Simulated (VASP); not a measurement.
# MgS (F-43m) in VASP: notebook

MgS is run at these levels: BLYP+D4, PBEsol; tasks: electric field gradients, vibrations by perturbation theory, dielectric tensor, elastic constants.

All numbers are computed with VASP 6.6.1; they aren't measurements. Logs are shortened: lines on timing, memory, paths and dates and some standing lists are left out, and cuts for length are marked.

### Step 1. The cell of the first run

It takes space group F-43m (No. 216, cubic). The conventional cell has a = 5.260 Å, b = 5.260 Å, c = 5.260 Å, α = 90.00°, β = 90.00°, γ = 90.00°. S (site symmetry -43m) has 4 Mg at 2.28 Å within 3.0 Å. Within 3.0 Å of Mg (site symmetry -43m) lie 4 S at 2.28 Å.

### Step 2. Electric field gradients, BLYP+D4 (volume scaled by 0.8)

INCAR

```
SYSTEM = MgS
AGGAC = 1.0
AGGAX = 1.0
ALDAC = 0.0
ALDAX = 1.0
ALGO = Normal
EDIFF = 1E-8
ENCUT = 520
GGA = B5
ISIF = 2
ISMEAR = 0
IVDW = 13
LASPH = .TRUE.
LCHARG = .FALSE.
LEFG = .TRUE.
LREAL = .FALSE.
LWAVE = .FALSE.
NBANDS = 11
NELM = 80
PREC = Accurate
SIGMA = 0.01
VDW_A1 = 0.44488865
VDW_A2 = 4.0933009
VDW_S6 = 1.0
VDW_S8 = 2.34076671
```

KPOINTS

```
k-points
0
G
  8 8 8
  0 0 0
```

POSCAR

```
MgS
1.0
    0.0000000000      2.6300356747      2.6300356747
    2.6300356747      0.0000000000      2.6300356747
    2.6300356747      2.6300356747      0.0000000000
S Mg
1 1
Direct
    0.2500000000      0.2500000000      0.2500000000
    0.0000000000      0.0000000000      0.0000000000
```

Potentials or basis: VASP PAW PBE potentials, release 64 (S, Mg).

Launch:

```sh
cat potpaw_PBE.64/S/POTCAR potpaw_PBE.64/Mg/POTCAR > POTCAR
mpirun -np 1 vasp_std > vasp.out
```

OUTCAR:

```text
SYSTEM = MgS
   EDIFF = 1E-8
   ENCUT = 520
   GGA = B5
   ISIF = 2
   ISMEAR = 0
   IVDW = 13
   LASPH = .TRUE.
   LREAL = .FALSE.
   NELM = 80
   PREC = Accurate

 ion  position               nearest neighbor table
   1  0.250  0.250  0.250-   2 2.28   2 2.28   2 2.28   2 2.28
   2  0.000  0.000  0.000-   1 2.28   1 2.28   1 2.28   1 2.28

  LATTYP: Found a face centered cubic cell.
 ALAT       =     5.2600713494

  Lattice vectors:

 A1 = (   0.0000000000,   2.6300356747,   2.6300356747)
 A2 = (   2.6300356747,   0.0000000000,   2.6300356747)
 A3 = (   2.6300356747,   2.6300356747,   0.0000000000)

Analysis of symmetry for initial positions (statically):
=====================================================================
 Subroutine PRICEL returns:
 Original cell was already a primitive cell.

 Routine SETGRP: Setting up the symmetry group for a
 face centered cubic supercell.

 Subroutine GETGRP returns: Found 24 space group operations
 (whereof 24 operations were pure point group operations)
 out of a pool of 48 trial point group operations.

The static configuration has the point symmetry T_d .

Analysis of symmetry for dynamics (positions and initial velocities):
=====================================================================
 Subroutine PRICEL returns:
 Original cell was already a primitive cell.

 Routine SETGRP: Setting up the symmetry group for a
 face centered cubic supercell.

 Subroutine GETGRP returns: Found 24 space group operations
 (whereof 24 operations were pure point group operations)
 out of a pool of 48 trial point group operations.

The dynamic configuration has the point symmetry T_d .

 Subroutine INISYM returns: Found 24 space group operations
 (whereof 24 operations are pure point group operations),
 and found     1 'primitive' translations

----------------------------------------------------------------------------------------

                                     Primitive cell

  volume of cell :      36.3844

  direct lattice vectors                    reciprocal lattice vectors
     0.000000000  2.630035675  2.630035675    -0.190111490  0.190111490  0.190111490
     2.630035675  0.000000000  2.630035675     0.190111490 -0.190111490  0.190111490
     2.630035675  2.630035675  0.000000000     0.190111490  0.190111490 -0.190111490

  length of vectors
     3.719432121  3.719432121  3.719432121     0.329282759  0.329282759  0.329282759

  position of ions in fractional coordinates (direct lattice)
     0.250000000  0.250000000  0.250000000
     0.000000000  0.000000000  0.000000000

  ion indices of the primitive-cell ions
   primitive index   ion index
                 1           1
                 2           2

----------------------------------------------------------------------------------------

 KPOINTS: k-points

Automatic generation of k-mesh.
 Grid dimensions read from file:
 generate k-points for:    8    8    8

 Generating k-lattice:

  Cartesian coordinates                     Fractional coordinates (reciprocal lattice)
    -0.023763936  0.023763936  0.023763936     0.125000000  0.000000000  0.000000000
     0.023763936 -0.023763936  0.023763936     0.000000000  0.125000000  0.000000000
     0.023763936  0.023763936 -0.023763936     0.000000000  0.000000000  0.125000000

  Length of vectors
     0.041160345  0.041160345  0.041160345

  Shift w.r.t. Gamma in fractional coordinates (k-lattice)
     0.000000000  0.000000000  0.000000000

 Subroutine IBZKPT returns following result:
 ===========================================

 Found     29 irreducible k-points:

 Following reciprocal coordinates:
            Coordinates               Weight
  0.000000  0.000000  0.000000      1.000000
  0.125000  0.000000  0.000000      8.000000
  0.250000  0.000000  0.000000      8.000000
  0.375000  0.000000  0.000000      8.000000
  0.500000  0.000000  0.000000      4.000000
  0.125000  0.125000  0.000000      6.000000
[... 16 lines left out ...]
  0.500000  0.250000  0.125000     48.000000
 -0.375000  0.250000  0.125000     24.000000
 [... further k-points ...]
   k-points           NKPTS =     29   k-points in BZ     NKDIM =     29   number of bands    NBANDS=     11
   number of dos      NEDOS =    301   number of ions     NIONS =      2
   total plane-waves  NPLWV =  21952
   dimension x,y,z NGX =    28 NGY =   28 NGZ =   28
   dimension x,y,z NGXF=    56 NGYF=   56 NGZF=   56
   ions per type =               1   1
   NGX,Y,Z   is equivalent  to a cutoff of  12.52, 12.52, 12.52 a.u.
   NGXF,Y,Z  is equivalent  to a cutoff of  25.03, 25.03, 25.03 a.u.
 SYSTEM =  MgS
   PREC   = accura    normal or accurate (medium, high low for compatibility)
   ISTART =      0    job   : 0-new  1-cont  2-samecut
   ICHARG =      2    charge: 1-file 2-atom 10-const
   ISPIN  =      1    spin polarized calculation?
   LNONCOLLINEAR =      F non collinear calculations
   LSORBIT =      F    spin-orbit coupling
   LASPH  =      T    aspherical Exc in radial PAW
   ENCUT  =  520.0 eV  38.22 Ry    6.18 a.u.   6.92  6.92  6.92*2*pi/ulx,y,z
   NELM   =     80;   NELMIN=  2; NELMDL= -5     # of ELM steps
   EDIFF  = 0.1E-07   stopping-criterion for ELM
   LREAL  =      F    real-space projection
   EDIFFG = 0.1E-06   stopping-criterion for IOM
   NSW    =      0    number of steps for IOM
   IBRION =     -1    ionic relax: 0-MD 1-quasi-New 2-CG
   NFREE  =      0    steps in history (QN), initial steepest desc. (CG)
   ISIF   =      2    stress and relaxation
   ISYM   =      2    0-nonsym 1-usesym 2-fastsym
   POTIM  = 0.5000    time-step for ionic-motion
   TEBEG  =    0.0;   TEEND  =   0.0 temperature during run
   PSTRESS=    0.0 pullay stress
   NELECT =       8.0000    total number of electrons
   NUPDOWN=      -1.0000    fix difference up-down
   EMIN   =  10.00;   EMAX   =-10.00  energy-range for DOS
   EFERMI =   0.00;   METHOD = LEGACY
   ISMEAR =     0;   SIGMA  =   0.01  broadening in eV -4-tet -1-fermi 0-gaus
   EFERMI_NEDOS =   21; number of points for ismear=-14 and -15
   IALGO  =     38    algorithm
   IMIX   =      4    mixing-type and parameters
     AMIX     =   0.40;   BMIX     =  1.00
     AMIX_MAG =   1.60;   BMIX_MAG =  1.00
  volume/ion in A,a.u.               =      18.19       122.77
  Fermi-wavevector in a.u.,A,eV,Ry     =   0.988098  1.867234 13.283870  0.976337
  Thomas-Fermi vector in A             =   2.119600
   LORBIT       =      0    0 simple, 1 ext, 2 COOP (PROOUT), +10 PAW based schemes
   GGA     = B5    functional components
   LHFCALC =     F    Hartree Fock is set to
   AEXX    =    0.0000 exact exchange contribution
   IVDW    =    13    specifies the selected vdW correction
   LEPSILON=     F    determine dielectric tensor
   LRPA    =     F    only Hartree local field effects (RPA)
 non-spin polarized calculation
 Gauss-broadening in eV      SIGMA  =   0.01
  energy-cutoff  :      520.00
  volume of cell :       36.38
 maximum number of plane-waves:       995
   NGX = 13   NGY = 13   NGZ = 13

 number of electron       8.0000001 magnetization

 Free energy of the ion-electron system (eV)
  ---------------------------------------------------
  ext. energy  EPLUGINS =         0.00000000
  ---------------------------------------------------
  free energy    TOTEN  =        -7.05045515 eV

  energy without entropy =       -7.05045515  energy(sigma->0) =       -7.05045515

 E-fermi :   3.0955     XC(G=0):  -8.7349

 val. band max:        3.0055501545   @ k =   0.0000   0.0000   0.0000
 cond. band min:       6.8556633817   @ k =   0.5000   0.5000   0.0000
 fundamental gap:      3.8501132272
 Fermi energy:         3.0954999366

 k-point     1 :       0.0000    0.0000    0.0000
  band No.  band energies     occupation
      1      -9.0811      2.00000
      2       3.0055      2.00000
      3       3.0055      2.00000
      4       3.0056      2.00000
      5       7.8698      0.00000
      6      11.5639      0.00000
      7      11.5639      0.00000
      8      11.5639      0.00000
      9      14.3100      0.00000
     10      14.3100      0.00000
     11      18.3985      0.00000
[... 309 lines left out ...]
 k-point    24 :      -0.3750    0.2500    0.1250
  band No.  band energies     occupation
      1      -7.8516      2.00000
      2      -0.4328      2.00000
      3       1.3921      2.00000
      4       2.1949      2.00000
      5       9.4283      0.00000
      6      10.3546      0.00000
      7      12.4784      0.00000
      8      13.0770      0.00000
      9      15.6510      0.00000
     10      17.2115      0.00000
     11      18.8484      0.00000

 [... further k-points ...]

------------------------ aborting loop because EDIFF is reached ----------------------------------------

  DFT-D4 for vdW energy calculation

  Edisp (eV):   -1.08705

  FORCE on cell =-STRESS in cart. coord.  units (eV):
  Direction    XX          YY          ZZ          XY          YZ          ZX
  --------------------------------------------------------------------------------------
  -------------------------------------------------------------------------------------
  Total       4.14734     4.14734     4.14734    -0.00000     0.00000     0.00000
  in kB     182.62736   182.62736   182.62736    -0.00000     0.00000     0.00000
  external pressure =      182.63 kB  Pullay stress =        0.00 kB

 VOLUME and BASIS-vectors are now :
 -----------------------------------------------------------------------------
  energy-cutoff  :      520.00
  volume of cell :       36.38
      direct lattice vectors                 reciprocal lattice vectors
     0.000000000  2.630035675  2.630035675    -0.190111490  0.190111490  0.190111490
     2.630035675  0.000000000  2.630035675     0.190111490 -0.190111490  0.190111490
     2.630035675  2.630035675  0.000000000     0.190111490  0.190111490 -0.190111490

 POSITION                                       TOTAL-FORCE (eV/Angst)
 -----------------------------------------------------------------------------------
      1.31502      1.31502      1.31502         0.000000      0.000000     -0.000000
      0.00000      0.00000      0.00000        -0.000000     -0.000000      0.000000
 -----------------------------------------------------------------------------------
    total drift:                               -0.000000     -0.000000     -0.000000

  FREE ENERGIE OF THE ION-ELECTRON SYSTEM (eV)
  ---------------------------------------------------
  free  energy   TOTEN  =        -8.1375051219 eV

  energy  without entropy=       -8.1375051219  energy(sigma->0) =       -8.13750512

 Electric field gradients (V/A^2)
---------------------------------------------------------------------
 ion       V_xx      V_yy      V_zz      V_xy      V_xz      V_yz
---------------------------------------------------------------------
   1      -0.000    -0.000     0.000    -0.000    -0.000    -0.000
   2       0.000     0.000    -0.000    -0.000    -0.000    -0.000
---------------------------------------------------------------------

 Electric field gradients after diagonalization (V/A^2)
 (convention: |V_zz| > |V_xx| > |V_yy|)
----------------------------------------------------------------------
 ion       V_xx      V_yy      V_zz     asymmetry (V_yy - V_xx)/ V_zz
----------------------------------------------------------------------
   1       0.000     0.000    -0.001       0.000
   2       0.000     0.000    -0.000       0.000
----------------------------------------------------------------------

           NMR quadrupolar parameters

 Cq : quadrupolar parameter    Cq=e*Q*V_zz/h
 eta: asymmetry parameters     (V_yy - V_xx)/ V_zz
 Q  : nuclear electric quadrupole moment in mb (millibarn)
----------------------------------------------------------------------
 ion       Cq(MHz)       eta       Q (mb)
----------------------------------------------------------------------
   1      -0.000       0.000       1.000
   2      -0.000       0.000       1.000
----------------------------------------------------------------------
```

Wall time 20 s (1 thread of Intel Xeon 6975P-C, shared host); peak memory 0.16 GiB.

What came out:

- Free energy: -8.1375 eV
- Pressure: 18.3 GPa
- Band gap on the k mesh: 3.85 eV, indirect (least direct gap 4.86 eV)
- Dispersion energy per atom: -0.544 eV

Levels at points of the mesh, in eV from the valence-band top:
```tsv
k point	band 1	band 2	band 3	band 4	band 5	band 6	band 7	band 8
(0.00, 0.00, 0.00)	-12.09	0.00	0.00	0.00	4.86	8.56	8.56	8.56
(0.50, 0.00, 0.00)	-11.03	-3.88	-0.39	-0.39	6.01	7.99	7.99	9.95
(0.50, 0.50, 0.00)	-10.68	-3.45	-1.29	-1.29	3.85	5.97	13.62	14.17
```

Caveat: without QUAD_EFG the Cq values of the log hold for a quadrupole moment of 1 mb, not for the nuclei; the PAW data sets were made with another functional, which shifts forces and pressure a little. A k mesh can miss the band edges.

(Continued in part 2 of 3.)
